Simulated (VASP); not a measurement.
Runs of VASP 6.6.1 on Li2S. The structure is that of space group Fm-3m (No. 225), or close to it. The cells are those of the table. 

```csv
task,level,potentials or basis,cell,cutoff (eV),smearing,gap on the mesh (eV),pressure (GPa)
single point,LDA,"VASP PAW LDA potentials, release 64 (S, Li_sv)","a = 4.024 Å, angles 60.0°, 3 atoms",750,gaussian 0.01 eV,3.17,(c)
single point,PBE,"VASP PAW PBE potentials, release 64 (S, Li_sv)","a = 4.035 Å, angles 60.0°, 3 atoms",750,fermi-dirac 0.02 eV,3.39,-0.1
single point,r2SCAN,"VASP PAW PBE potentials, release 64 (S, Li_sv)","a = 4.024 Å, angles 60.0°, 3 atoms",830,fermi-dirac 0.02 eV,(a),(b)
relaxation of cell and atoms,PBEsol,"VASP PAW PBE potentials, release 64 (S, Li_sv)","relaxed from a = 4.035 Å, angles 60.0°, 3 atoms",750,fermi-dirac 0.02 eV,3.21,0.0
single point,PBEsol,"VASP PAW PBE potentials, release 64 (S, Li_sv)","a = 3.998 Å, angles 60.0°, 3 atoms",750,fermi-dirac 0.02 eV,3.20,0.0
```

Alike in all rows: no spin polarisation; k mesh 8 × 8 × 8.

Q: Estimate the missing entries.

A: (a) 3.86; (b) -0.2; (c) -2.8.

Caveats: the PAW data sets were made with another functional, which shifts forces and pressure a little (some runs).

A k mesh can miss the band edges.
